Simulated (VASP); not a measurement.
# Al (Fm-3m) in VASP: settings compared, part 2 of 2

VASP 6.6.1.

## 5. Single point, b88 exchange, pbe correlation

This run uses another cell than the first one, of 16.93 Å³/atom.

INCAR

```
PREC = Accurate
ENCUT = 500
EDIFF = 1E-6
ISMEAR = -1
SIGMA = 0.05
LREAL = F
LASPH = T
NELM = 120
ALGO = Normal
ISIF = 2
LWAVE = F
LCHARG = T
GGA = LIBXC
LIBXC1 = GGA_X_B88
LIBXC2 = GGA_C_PBE
LELF = T
LVHAR = T
NBANDS = 8
GGA_COMPAT = F
```

KPOINTS

```
regular mesh
0
Gamma
  11 11 11
```

POSCAR

```
Al
1.0
    0.0000000000      2.0382146954      2.0382146954
    2.0382146954      0.0000000000      2.0382146954
    2.0382146954      2.0382146954      0.0000000000
Al
1
Direct
    0.0000000000      0.0000000000      0.0000000000
```

Potentials or basis: VASP PAW PBE potentials, release 64 (Al).

Command:

```
cat potpaw_PBE.64/Al/POTCAR > POTCAR
mpirun -np 1 vasp_std > vasp.out
```

OUTCAR:

```text
PREC = Accurate
   ENCUT = 500
   EDIFF = 1E-6
   ISMEAR = -1
   LREAL = F
   LASPH = T
   NELM = 120
   ISIF = 2
   GGA = LIBXC

 ion  position               nearest neighbor table
   1  0.000  0.000  0.000-

  LATTYP: Found a face centered cubic cell.
 ALAT       =     4.0764293908

  Lattice vectors:

 A1 = (   0.0000000000,   2.0382146954,   2.0382146954)
 A2 = (   2.0382146954,   0.0000000000,   2.0382146954)
 A3 = (   2.0382146954,   2.0382146954,   0.0000000000)

Analysis of symmetry for initial positions (statically):
=====================================================================
 Subroutine PRICEL returns:
 Original cell was already a primitive cell.

 Routine SETGRP: Setting up the symmetry group for a
 face centered cubic supercell.

 Subroutine GETGRP returns: Found 48 space group operations
 (whereof 48 operations were pure point group operations)
 out of a pool of 48 trial point group operations.

The static configuration has the point symmetry O_h .

Analysis of symmetry for dynamics (positions and initial velocities):
=====================================================================
 Subroutine PRICEL returns:
 Original cell was already a primitive cell.

 Routine SETGRP: Setting up the symmetry group for a
 face centered cubic supercell.

 Subroutine GETGRP returns: Found 48 space group operations
 (whereof 48 operations were pure point group operations)
 out of a pool of 48 trial point group operations.

The dynamic configuration has the point symmetry O_h .

 Subroutine INISYM returns: Found 48 space group operations
 (whereof 48 operations are pure point group operations),
 and found     1 'primitive' translations

[... 110 lines left out ...]
   IMIX   =      4    mixing-type and parameters
     AMIX     =   0.40;   BMIX     =  1.00
     AMIX_MAG =   1.60;   BMIX_MAG =  1.00
  volume/ion in A,a.u.               =      16.93       114.28
  Fermi-wavevector in a.u.,A,eV,Ry     =   0.919437  1.737484 11.501882  0.845364
  Thomas-Fermi vector in A             =   2.044631
   LORBIT       =      0    0 simple, 1 ext, 2 COOP (PROOUT), +10 PAW based schemes
   GGA     = LIBXC    functional components
   LHFCALC =     F    Hartree Fock is set to
   AEXX    =    0.0000 exact exchange contribution
   IVDW    =     0    specifies the selected vdW correction
   LEPSILON=     F    determine dielectric tensor
   LRPA    =     F    only Hartree local field effects (RPA)
 non-spin polarized calculation
  energy-cutoff  :      500.00
  volume of cell :       16.93
 maximum number of plane-waves:       444
 NGX is ok and might be reduce to    24
   NGX = 11   NGY = 11   NGZ = 11

 number of electron       3.0000000 magnetization

 Free energy of the ion-electron system (eV)
  ---------------------------------------------------
  ext. energy  EPLUGINS =         0.00000000
  ---------------------------------------------------
  free energy    TOTEN  =        -3.65702196 eV

  energy without entropy =       -3.65297730  energy(sigma->0) =       -3.65499963

 E-fermi :   7.7588     XC(G=0): -10.1029

 val. band max:        7.5284570458   @ k =  -0.4545   0.4545   0.0909
 cond. band min:       7.7644835664   @ k =  -0.4545   0.3636   0.0000
 fundamental gap:      0.2360265206
 Fermi energy:         7.7587911659

 k-point     1 :       0.0000    0.0000    0.0000
  band No.  band energies     occupation
      1      -3.2076      2.00000
      2      20.1895      0.00000
      3      20.1895      0.00000
      4      20.1895      0.00000
      5      21.5060      0.00000
      6      21.5060      0.00000
      7      21.5060      0.00000
      8      24.0248      0.00000
[... 243 lines left out ...]
 k-point    24 :      -0.1818    0.1818    0.0000
  band No.  band energies     occupation
      1      -0.8713      2.00000
      2      11.5191      0.00000
      3      12.9035      0.00000
      4      19.3732      0.00000
      5      21.3988      0.00000
      6      22.4661      0.00000
      7      23.4981      0.00000
      8      24.4365      0.00000

 [... further k-points ...]

------------------------ aborting loop because EDIFF is reached ----------------------------------------

  FORCE on cell =-STRESS in cart. coord.  units (eV):
  Direction    XX          YY          ZZ          XY          YZ          ZX
  --------------------------------------------------------------------------------------
  -------------------------------------------------------------------------------------
  Total       -0.1472515     -0.1472515     -0.1472515     -0.0000000      0.0000000      0.0000000
  in kB      -13.9312610    -13.9312610    -13.9312610     -0.0000000      0.0000000      0.0000000
  external PRESSURE =     -13.9312610 kB  Pullay stress =       0.0000000 kB

 VOLUME and BASIS-vectors are now :
 -----------------------------------------------------------------------------
  energy-cutoff  :      500.00
  volume of cell :       16.93
      direct lattice vectors                 reciprocal lattice vectors
     0.000000000  2.038214695  2.038214695    -0.245312724  0.245312724  0.245312724
     2.038214695  0.000000000  2.038214695     0.245312724 -0.245312724  0.245312724
     2.038214695  2.038214695  0.000000000     0.245312724  0.245312724 -0.245312724

 POSITION                                       TOTAL-FORCE (eV/Angst)
 -----------------------------------------------------------------------------------
      0.00000      0.00000      0.00000        -0.000000      0.000000     -0.000000
 -----------------------------------------------------------------------------------
    total drift:                                0.000000      0.000000     -0.000000

  FREE ENERGIE OF THE ION-ELECTRON SYSTEM (eV)
  ---------------------------------------------------
  free  energy   TOTEN  =        -3.6570219625 eV

  energy  without entropy=       -3.6529773028  energy(sigma->0) =       -3.65499963
```

Wall time 5.4 s (1 thread of AMD EPYC 7R13 (Zen 3), shared host); peak memory 0.1 GiB.

What came out:

```yaml
Free_energy: -3.6570 eV
Pressure: -1.4 GPa
Band_gap_on_the_k_mesh: zero (an odd number of electrons rules out a gap without spin polarisation)
```

Levels at points of the mesh, in eV from the Fermi level:
| k point | band 1 | band 2 | band 3 | band 4 | band 5 | band 6 |
| --- | --- | --- | --- | --- | --- | --- |
| (0.00, 0.00, 0.00) | -10.97 | 12.43 | 12.43 | 12.43 | 13.75 | 13.75 |

Caveat: the PAW data sets were made with another functional, which shifts forces and pressure a little.

## 6. The runs side by side

```tsv
cell	gap on the mesh (eV)	pressure (GPa)
a = 2.825 Å, angles 60.0°, 1 atom	none	3.5
a = 2.844 Å, angles 60.0°, 1 atom	none	1.7
a = 2.864 Å, angles 60.0°, 1 atom	none	0.1
a = 2.882 Å, angles 60.0°, 1 atom	none	-1.4
```

Alike in all rows: task single point; level b88 exchange, pbe correlation; potentials or basis VASP PAW PBE potentials, release 64 (Al); no spin polarisation; k mesh 11 × 11 × 11; cutoff (eV) 500; smearing fermi-dirac 0.05 eV.

Caveats: the PAW data sets were made with another functional, which shifts forces and pressure a little; the cell stands under pressure (at least some runs).

Total energies depend on the potentials used, so only differences within one code and one set of settings carry meaning.
